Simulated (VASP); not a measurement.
Set up this calculation in VASP 6.6.1, as the native input.

```yaml
Task: relaxation of cell and atoms
Functional: PBE
Potentials_or_basis: VASP PAW PBE potentials, release 64 (Ru_pv)
Cutoff: 600 eV
k_mesh: 12 × 12 × 7
Occupations: methfessel-paxton, width 0.1 eV
Spin: no spin polarisation
Dipole_correction: no
Further_INCAR_settings: ALGO = Normal; EDIFF = 1e-06; IBRION = 2; EDIFFG = -0.05; NSW = 80; ISIF = 3
```

The structure of Ru lies in POSCAR:

```
Ru
1.0
    2.7058000000      0.0000000000      0.0000000000
   -1.3529000000      2.3432915400      0.0000000000
    0.0000000000      0.0000000000      4.2819000000
Ru
2
Direct
    0.3333333333      0.6666666667      0.2500000000
    0.6666666667      0.3333333333      0.7500000000
```

One way to write it, as run:

INCAR

```
SYSTEM = Ru
ALGO = Normal
EDIFF = 1E-6
EDIFFG = -0.05
ENCUT = 600
GGA = PE
IBRION = 2
ISIF = 3
ISMEAR = 1
LASPH = .True.
LCHARG = .False.
LREAL = .False.
LWAVE = .False.
NELM = 100
NSW = 80
PREC = Accurate
SIGMA = 0.1
```

KPOINTS

```
k-points
0
Gamma
  12 12 7
  0 0 0
```

Potentials or basis: VASP PAW PBE potentials, release 64 (Ru_pv).

The run is started by

```bash
$ cat potpaw_PBE.64/Ru_pv/POTCAR > POTCAR
$ mpirun -np 1 vasp_std > vasp.out
```

Results of the run:

```yaml
Relaxed_volume: 13.76 Å³/atom
Relaxed_cell: a = 2.717 Å, b = 2.717 Å, c = 4.302 Å, α = 90.00°, β = 90.00°, γ = 120.00°
Space_group_after_relaxing_to_0.05_Å: P6_3/mmc (No. 194)
Energy_gained_by_relaxing: 2.3 meV/atom
Ionic_steps: 3
Pressure_after_relaxing: 0.0 GPa
Band_gap_on_the_k_mesh: zero (band 14 reaches 13.99 eV, above the bottom of band 15 at 11.09 eV)
```

It took 38 s on 1 thread of Intel(R) Xeon(R) 6975P-C (Granite Rapids), on a shared host, peak memory 0.19 GiB.
